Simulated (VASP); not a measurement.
Input of a VASP 6.6.1 run:

INCAR

```
SYSTEM = Mg9O8
PREC = Accurate
ENCUT = 520
EDIFF = 1E-7
ISMEAR = 0
SIGMA = 0.02
LREAL = Auto
LASPH = .TRUE.
NELM = 80
ALGO = Normal
ISIF = 2
LWAVE = .FALSE.
LCHARG = .FALSE.
GGA = PE
NBANDS = 47
```

File KPOINTS:

```
regular mesh
0
G
  2 2 2
  0 0 0
```

Contents of POSCAR:

```
Mg9O8
1.0
    0.0000000000      4.2160000000      4.2160000000
    4.2160000000      0.0000000000      4.2160000000
    4.2160000000      4.2160000000      0.0000000000
Mg O
9 8
Direct
    0.0214259962     -0.0000654649     -0.0163332543
    0.0027476281      0.0106819260      0.4847824953
    0.0061939042      0.5095437619     -0.0206258302
    0.0022246205      0.5076582068      0.4847720588
    0.4960322581      0.0001631879     -0.0162535579
    0.4483555503     -0.0482585389      0.6527632827
    0.4959033444      0.5250769687     -0.0153291034
    0.5063063330      0.5075157732      0.4848151091
    0.5877256879      0.0905828985      0.2354640655
    0.2360470825      0.2806976992      0.2084213710
    0.2378447581      0.2681286765      0.7574161528
    0.2539042932      0.7584370256      0.2348511622
    0.2376978178      0.7412848672      0.7580787476
    0.7759644213      0.2811330645      0.2080609583
    0.7446752846      0.2487424099      0.7632267552
    0.7768904175      0.7401418406      0.2068128558
    0.7642336338      0.7415275142      0.7580927419
```

Potentials or basis: VASP PAW PBE potentials, release 64 (Mg, O).

Launch:

```bash
$ cat potpaw_PBE.64/Mg/POTCAR potpaw_PBE.64/O/POTCAR > POTCAR
$ mpirun -np 1 vasp_std > vasp.out
```

Question: Predict the pressure.

Answer: 42.2 GPa.

Question: Estimate the largest force.

Answer: 0.120 eV/Å.

Forces in eV/Å, atoms in the order of the input:
```
Mg   0.012 -0.004 -0.008
Mg  -0.003  0.010 -0.011
Mg  -0.019 -0.020  0.024
Mg   0.003  0.010  0.004
Mg   0.007  0.008 -0.002
Mg  -0.075 -0.062  0.070
Mg  -0.004 -0.002 -0.003
Mg   0.003 -0.001 -0.003
Mg   0.055  0.036 -0.042
O    0.005 -0.018 -0.010
O    0.015 -0.003  0.000
O   -0.008 -0.009  0.010
O    0.001 -0.006 -0.013
O    0.000  0.018  0.013
O    0.017  0.013 -0.014
O   -0.006  0.022 -0.013
O   -0.004  0.008  0.000
```

Caveat: the k points lie up to 0.65 Å⁻¹ apart.
